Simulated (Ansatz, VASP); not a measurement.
Two plane-wave programs on Al2Cu

Contents of INCAR:

```
  ALGO = Fast
  EDIFF = 1E-6
  ENCUT = 520
  GGA = PS
  ISIF = 2
  ISMEAR = 0
  LASPH = T
  LCHARG = F
  LREAL = F
  LWAVE = F
  NBANDS = 26
  NELM = 100
  PREC = Accurate
  SIGMA = 0.15
```

File KPOINTS:

```
k-points
0
Gamma
  10 10 10
```

POSCAR

```
Al2Cu
1.0
   -2.9665500000      2.9665500000      2.4862000000
    2.9665500000     -2.9665500000      2.4862000000
    2.9665500000      2.9665500000     -2.4862000000
Al Cu
4 2
Direct
    0.1593210787      0.6593210787      0.8186421574
    0.6593210787      0.8406789213      0.5000000000
    0.8406789213      0.3406789213      0.1813578426
    0.3406789213      0.1593210787      0.5000000000
    0.7500000000      0.7500000000      0.0000000000
    0.2500000000      0.2500000000      0.0000000000
```

Input for Ansatz:

```yaml
crystal:
  lattice:
    - [-2.96655, 2.96655, 2.4862]
    - [2.96655, -2.96655, 2.4862]
    - [2.96655, 2.96655, -2.4862]
  atoms:
    - { symbol: Al, position: [0.1593210787, 0.6593210787, 0.8186421574] }
    - { symbol: Al, position: [0.6593210787, 0.8406789213, 0.5] }
    - { symbol: Al, position: [0.8406789213, 0.3406789213, 0.1813578426] }
    - { symbol: Al, position: [0.3406789213, 0.1593210787, 0.5] }
    - { symbol: Cu, position: [0.75, 0.75, 0.0] }
    - { symbol: Cu, position: [0.25, 0.25, 0.0] }
basis:
  ecutwfc: 520.0
kpoints:
  mp_grid: { grid: [10, 10, 10] }
hamiltonian:
  xc: pbesol
  pseudopotentials: { kind: paw, azcp: { folder: soft_1 } }
scf:
  occupations: { method: gaussian, width: 0.15 }
output:
  forces: true
  stress: true
  eigenvalues: true
```

Alike in both runs: task single point; functional PBEsol; k mesh 10 × 10 × 10; occupations gaussian, width 0.15 eV; no spin polarisation.

|  | VASP | Ansatz |
| --- | --- | --- |
| version | VASP 6.6.1 | Ansatz 0.2.0 |
| potentials or method | VASP PAW PBE potentials, release 64 (Al, Cu), cutoff 520 eV | scalar-relativistic, plane waves, PAW |
| valence electrons in the cell | 34 | 50 |

Ansatz gave:

* gap on the k mesh at the Fermi level (eV): none
* pressure (GPa): -0.9
* traceless stress, the component that is largest in VASP (GPa): -3.45
* rms of the force components (eV/Å): 0.056

Q: Estimate VASP's values.

A: gap on the k mesh at the Fermi level (eV): none; pressure (GPa): -0.7; traceless stress, the component that is largest in VASP (GPa): -3.40; rms of the force components (eV/Å): 0.056.

VASP's potentials were made for PBE, not for PBEsol, and Ansatz warns of the same on its side. Atom by atom the forces differ by 0.001 eV/Å (rms over components). A gap of «none» marks a metal or a gap that the smearing closes. The functional is the same, so the differences come from potentials, cutoffs and numerics. VASP's potentials hold 34 valence electrons a cell and Ansatz's 50, so a difference there can come from the potentials and not from the codes.
